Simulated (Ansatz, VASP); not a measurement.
**MgB: VASP beside Ansatz**

```
Mg B
1.0
     2.89515    0.00000    0.00000
     0.00000    2.89515    0.00000
     0.00000    0.00000    2.89515
Mg B
1 1
Cartesian
  0.0000 0.0000 0.0000
  1.4476 1.4476 1.4476
```

Alike in both runs: task relaxation of cell and atoms; functional BLYP; dispersion D3(BJ); k mesh 9 × 9 × 9; occupations fermi-dirac, width 0.05 eV; no spin polarisation.

```csv
,VASP,Ansatz
version,VASP 6.6.1,Ansatz 0.2.0
potentials or method,"VASP PAW PBE potentials, release 64 (Mg, B)",Ansatz PAW
plane-wave cutoff (eV),600,420
valence electrons in the cell,5,13
```

Ansatz gave:

```
gap on the k mesh at the Fermi level, each at its own relaxed structure (eV) : none
relaxed volume (Å³/atom)                                                     : 11.24
relaxed cell length with the largest relative difference (Å)                 : 2.822
```

**Question.** Estimate VASP's values.

**Answer.** gap on the k mesh at the Fermi level, each at its own relaxed structure (eV): none; relaxed volume (Å³/atom): 11.23; relaxed cell length with the largest relative difference (Å): 2.821.

VASP's potentials were made for PBE, not for BLYP. A gap of «none» marks a metal or a gap that the smearing closes. VASP's potentials hold 5 valence electrons a cell and Ansatz's 13, so a difference there can come from the potentials and not from the codes.

Noted on Ansatz's run: the plane-wave basis is chosen anew once the cell has moved, so the energies of steps on either side of that aren't comparable.
